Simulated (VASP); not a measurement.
# Cu (I4_1/amd) in VASP: relaxation of cell and atoms with revPBE

Aim: the relaxation of cell and atoms of Cu with revPBE.

Everything below comes from runs of VASP 6.6.1. Logs are shortened: lines on timing, memory, paths and dates and some standing lists are left out, and cuts for length are marked.

## 1. The cell of the first run

The structure is tetragonal, space group I4_1/amd (No. 141). Conventional cell: a = 4.495 Å, b = 4.495 Å, c = 2.454 Å, α = 90.00°, β = 90.00°, γ = 90.00°. Cu (site symmetry -4m2) has 10 Cu at 2.33 to 2.91 Å within 3.1 Å.

## 2. Relaxation of cell and atoms, revPBE

Contents of INCAR:

```
PREC = Accurate ; ENCUT = 600
EDIFF = 1E-7 ; ISMEAR = -1
SIGMA = 0.1 ; LREAL = F
LASPH = T ; NELM = 80
ALGO = Normal ; ISIF = 3
LWAVE = F ; LCHARG = F
GGA = RE ; IBRION = 2
NSW = 80 ; EDIFFG = -0.01
ISYM = 0
```

Contents of KPOINTS:

```
regular mesh
0
Gamma
  14 14 10
```

Contents of POSCAR:

```
Cu
1.0
   -2.2477036591      2.2477036591      1.2272461979
    2.2477036591     -2.2477036591      1.2272461979
    2.2477036591      2.2477036591     -1.2272461979
Cu
2
Direct
    0.0000000000      0.0000000000      0.0000000000
    0.7500000000      0.2500000000      0.5000000000
```

Potentials or basis: VASP PAW PBE potentials, release 64 (Cu).

Command:

```sh
$ cat potpaw_PBE.64/Cu/POTCAR > POTCAR
$ mpirun -np 1 vasp_std > vasp.out
```

OUTCAR:

```text
PREC = Accurate
   ENCUT = 600
   EDIFF = 1E-7
   ISMEAR = -1
   LREAL = F
   LASPH = T
   NELM = 80
   ISIF = 3
   GGA = RE
   IBRION = 2
   NSW = 80
   EDIFFG = -0.01
   ISYM = 0

 ion  position               nearest neighbor table
   1  0.000  0.000  0.000-   2 2.33   2 2.33   2 2.33   2 2.33
   2  0.750  0.250  0.500-   1 2.33   1 2.33   1 2.33   1 2.33

IMPORTANT INFORMATION: All symmetrisations will be switched off!
NOSYMM: (Re-)initialisation of all symmetry stuff for point group C_1.

----------------------------------------------------------------------------------------

                                     Primitive cell

  volume of cell :      24.8010

  direct lattice vectors                    reciprocal lattice vectors
    -2.247703659  2.247703659  1.227246198     0.000000000  0.222449253  0.407416214
     2.247703659 -2.247703659  1.227246198     0.222449253  0.000000000  0.407416214
     2.247703659  2.247703659 -1.227246198     0.222449253  0.222449253  0.000000000

  length of vectors
     3.407414960  3.407414960  3.407414960     0.464189231  0.464189231  0.314590751

  position of ions in fractional coordinates (direct lattice)
     0.000000000  0.000000000  0.000000000
     0.750000000  0.250000000  0.500000000

  ion indices of the primitive-cell ions
   primitive index   ion index
                 1           1
                 2           2

----------------------------------------------------------------------------------------

 KPOINTS: regular mesh

Automatic generation of k-mesh.
 Grid dimensions read from file:
 generate k-points for:   14   14   10

 Generating k-lattice:

  Cartesian coordinates                     Fractional coordinates (reciprocal lattice)
     0.000000000  0.015889232  0.029101158     0.071428571  0.000000000 -0.000000000
     0.015889232  0.000000000  0.029101158     0.000000000  0.071428571 -0.000000000
     0.022244925  0.022244925  0.000000000     0.000000000  0.000000000  0.100000000

  Length of vectors
     0.033156374  0.033156374  0.031459075

  Shift w.r.t. Gamma in fractional coordinates (k-lattice)
     0.000000000  0.000000000  0.000000000

 -----------------------------------------------------------------------------
|                                                                             |
|           W    W    AA    RRRRR   N    N  II  N    N   GGGG   !!!           |
|           W    W   A  A   R    R  NN   N  II  NN   N  G    G  !!!           |
|           W    W  A    A  R    R  N N  N  II  N N  N  G       !!!           |
|           W WW W  AAAAAA  RRRRR   N  N N  II  N  N N  G  GGG   !            |
|           WW  WW  A    A  R   R   N   NN  II  N   NN  G    G                |
|           W    W  A    A  R    R  N    N  II  N    N   GGGG   !!!           |
|                                                                             |
|     Your reciprocal lattice and k-lattice belong to different lattice       |
|     classes:                                                                |
|                                                                             |
|        The reciprocal lattice is body-centered tetragonal,                  |
|        whereas your k-lattice is base-centered monoclinic.                  |
|                                                                             |
|     Results are often still useful ...                                      |
|                                                                             |
 -----------------------------------------------------------------------------

 WARNING: IBZKPT: internal override: KBLOWUP is changed to .FALSE.
      ... skipping the blow-up phase ...

 Subroutine IBZKPT returns following result:
 ===========================================

 Found    984 irreducible k-points:

 Following reciprocal coordinates:
            Coordinates               Weight
  0.000000  0.000000  0.000000      1.000000
  0.071429  0.000000  0.000000      2.000000
  0.142857  0.000000  0.000000      2.000000
  0.214286  0.000000 -0.000000      2.000000
  0.285714  0.000000 -0.000000      2.000000
  0.357143  0.000000 -0.000000      2.000000
[... 16 lines left out ...]
  0.000000  0.142857  0.000000      2.000000
  0.071429  0.142857  0.000000      2.000000
 [... further k-points ...]
   k-points           NKPTS =    984   k-points in BZ     NKDIM =    984   number of bands    NBANDS=     15
   number of dos      NEDOS =    301   number of ions     NIONS =      2
   total plane-waves  NPLWV =  21952
   dimension x,y,z NGX =    28 NGY =   28 NGZ =   28
   dimension x,y,z NGXF=    56 NGYF=   56 NGZF=   56
   ions per type =               2
   NGX,Y,Z   is equivalent  to a cutoff of  13.66, 13.66, 13.66 a.u.
   NGXF,Y,Z  is equivalent  to a cutoff of  27.32, 27.32, 27.32 a.u.
 SYSTEM =  unknown system
   PREC   = accura    normal or accurate (medium, high low for compatibility)
   ISTART =      0    job   : 0-new  1-cont  2-samecut
   ICHARG =      2    charge: 1-file 2-atom 10-const
   ISPIN  =      1    spin polarized calculation?
   LNONCOLLINEAR =      F non collinear calculations
   LSORBIT =      F    spin-orbit coupling
   LASPH  =      T    aspherical Exc in radial PAW
   ENCUT  =  600.0 eV  44.10 Ry    6.64 a.u.   6.81  6.81  6.81*2*pi/ulx,y,z
   NELM   =     80;   NELMIN=  2; NELMDL= -5     # of ELM steps
   EDIFF  = 0.1E-06   stopping-criterion for ELM
   LREAL  =      F    real-space projection
   EDIFFG = -.1E-01   stopping-criterion for IOM
   NSW    =     80    number of steps for IOM
   IBRION =      2    ionic relax: 0-MD 1-quasi-New 2-CG
   NFREE  =      1    steps in history (QN), initial steepest desc. (CG)
   ISIF   =      3    stress and relaxation
   ISYM   =      0    0-nonsym 1-usesym 2-fastsym
   POTIM  = 0.5000    time-step for ionic-motion
   TEBEG  =    0.0;   TEEND  =   0.0 temperature during run
   PSTRESS=    0.0 pullay stress
   NELECT =      22.0000    total number of electrons
   NUPDOWN=      -1.0000    fix difference up-down
   EMIN   =  10.00;   EMAX   =-10.00  energy-range for DOS
   EFERMI =   0.00;   METHOD = LEGACY
   ISMEAR =    -1;   SIGMA  =   0.10  broadening in eV -4-tet -1-fermi 0-gaus
   EFERMI_NEDOS =   21; number of points for ismear=-14 and -15
   IALGO  =     38    algorithm
   IMIX   =      4    mixing-type and parameters
     AMIX     =   0.40;   BMIX     =  1.00
     AMIX_MAG =   1.60;   BMIX_MAG =  1.00
  volume/ion in A,a.u.               =      12.40        83.68
  Fermi-wavevector in a.u.,A,eV,Ry     =   1.572989  2.972519 33.664836  2.474296
  Thomas-Fermi vector in A             =   2.674341
   LORBIT       =      0    0 simple, 1 ext, 2 COOP (PROOUT), +10 PAW based schemes
   GGA     = RE    functional components
   LHFCALC =     F    Hartree Fock is set to
   AEXX    =    0.0000 exact exchange contribution
   IVDW    =     0    specifies the selected vdW correction
   LEPSILON=     F    determine dielectric tensor
   LRPA    =     F    only Hartree local field effects (RPA)
 conjugate gradient relaxation of ions
 non-spin polarized calculation
  energy-cutoff  :      600.00
  volume of cell :       24.80
 maximum number of plane-waves:       842
   NGX = 13   NGY = 13   NGZ = 13

--------------------------------------- Ionic step        1  -------------------------------------------

 number of electron      21.9999989 magnetization

 Free energy of the ion-electron system (eV)
  ---------------------------------------------------
  ext. energy  EPLUGINS =         0.00000000
  ---------------------------------------------------
  free energy    TOTEN  =        -5.99273600 eV

  energy without entropy =       -5.97052111  energy(sigma->0) =       -5.98162855

------------------------ aborting loop because EDIFF is reached ----------------------------------------

  FORCE on cell =-STRESS in cart. coord.  units (eV):
  Direction    XX          YY          ZZ          XY          YZ          ZX
  --------------------------------------------------------------------------------------
  -------------------------------------------------------------------------------------
  Total        2.3498534      2.3498542      0.9381106      0.0086871     -0.0024265     -0.0024268
  in kB      151.8034213    151.8034739     60.6031010      0.5611970     -0.1567557     -0.1567734
  external PRESSURE =     121.4033321 kB  Pullay stress =       0.0000000 kB
[... 201 lines left out ...]
  energy  without entropy=       -6.0738771417  energy(sigma->0) =       -6.08394769

--------------------------------------- Ionic step        7  -------------------------------------------

 number of electron      21.9999991 magnetization

 Free energy of the ion-electron system (eV)
  ---------------------------------------------------
  ext. energy  EPLUGINS =         0.00000000
  ---------------------------------------------------
  free energy    TOTEN  =        -6.09403105 eV

  energy without entropy =       -6.07388790  energy(sigma->0) =       -6.08395948

 E-fermi :   6.0398     XC(G=0): -11.7679

 val. band max:        6.0303557401   @ k =   0.4286  -0.0714   0.4000
 cond. band min:       6.0513168218   @ k =   0.5000   0.2857   0.2000
 fundamental gap:      0.0209610818
 Fermi energy:         6.0398164280

 k-point     1 :       0.0000    0.0000    0.0000
  band No.  band energies     occupation
      1      -2.2259      2.00000
      2       1.8974      2.00000
      3       2.3919      2.00000
      4       2.4737      2.00000
      5       2.7806      2.00000
      6       4.1403      2.00000
      7       4.1407      2.00000
      8       4.1639      2.00000
      9       4.1643      2.00000
     10       4.5979      2.00000
     11       4.9673      1.99996
     12      10.6672      0.00000
     13      10.6975      0.00000
     14      15.4026      0.00000
     15      16.2340      0.00000
[... 397 lines left out ...]
 k-point    24 :       0.0714    0.1429    0.0000
  band No.  band energies     occupation
      1      -0.8909      2.00000
      2       2.2483      2.00000
      3       2.4944      2.00000
      4       3.0785      2.00000
      5       3.1881      2.00000
      6       3.4383      2.00000
      7       3.5548      2.00000
      8       3.9338      2.00000
      9       3.9839      2.00000
     10       4.5291      2.00000
     11       4.8568      1.99999
     12      10.9918      0.00000
     13      12.4225      0.00000
     14      16.3706      0.00000
     15      18.0189      0.00000

 [... further k-points ...]

------------------------ aborting loop because EDIFF is reached ----------------------------------------

  FORCE on cell =-STRESS in cart. coord.  units (eV):
  Direction    XX          YY          ZZ          XY          YZ          ZX
  --------------------------------------------------------------------------------------
  -------------------------------------------------------------------------------------
  Total        0.0097704      0.0097702      0.0092377      0.0107941      0.0016217      0.0016218
  in kB        0.5747040      0.5746919      0.5433686      0.6349178      0.0953916      0.0953948
  external PRESSURE =       0.5642548 kB  Pullay stress =       0.0000000 kB
[... 17 lines left out ...]
  FREE ENERGIE OF THE ION-ELECTRON SYSTEM (eV)
  ---------------------------------------------------
  free  energy   TOTEN  =        -6.0940310547 eV

  energy  without entropy=       -6.0738878998  energy(sigma->0) =       -6.08395948

 reached required accuracy - stopping structural energy minimisation
```

Run time: 39 min. Hardware: 1 thread of Oxide Virtual Turin-like, shared host; peak memory 0.47 GiB.

What came out:

```
Free energy                           : -6.0940 eV
Relaxed volume                        : 13.62 Å³/atom
Relaxed cell                          : a = 3.542 Å, b = 3.542 Å, c = 3.546 Å, α = 96.96°, β = 96.96°, γ = 139.24°
Space group after relaxing (to 0.1 Å) : I4_1/amd (No. 141)
Energy gained by relaxing             : 50.6 meV/atom
Ionic steps                           : 7
Pressure after relaxing               : 0.1 GPa
Band gap on the k mesh                : zero (bands 11 and 12 overlap by 4.19 eV)
```

Step by step:
| step | energy change (eV) | largest force (eV/Å) | pressure (GPa) | volume (Å³) |
| --- | --- | --- | --- | --- |
| 1 | 0.0000 | 0.0015 | 12.14 | 24.80 |
| 2 | -0.0883 | 0.0008 | -3.56 | 28.32 |
| 3 | -0.0986 | 0.0004 | -0.44 | 27.35 |
| 4 | -0.0986 | 0.0004 | -0.60 | 27.40 |
| 5 | -0.1012 | 0.0003 | -0.24 | 27.30 |
| 6 | -0.1013 | 0.0003 | -0.12 | 27.28 |
| 7 | -0.1013 | 0.0004 | 0.06 | 27.24 |

Final structure:
```xyz
2
Lattice="-2.3481 2.3481 1.2336 2.3481 -2.3481 1.2336 2.3508 2.3508 -1.2336" Properties=species:S:1:pos:R:3 pbc="T T T"
Cu    4.6989    0.0027    0.0001
Cu    0.0013    2.3494    0.6168
```

Caveat: the PAW data sets were made with another functional, which shifts forces and pressure a little.

The gap in the log of VASP goes by the Fermi energy; the results here count the filled bands.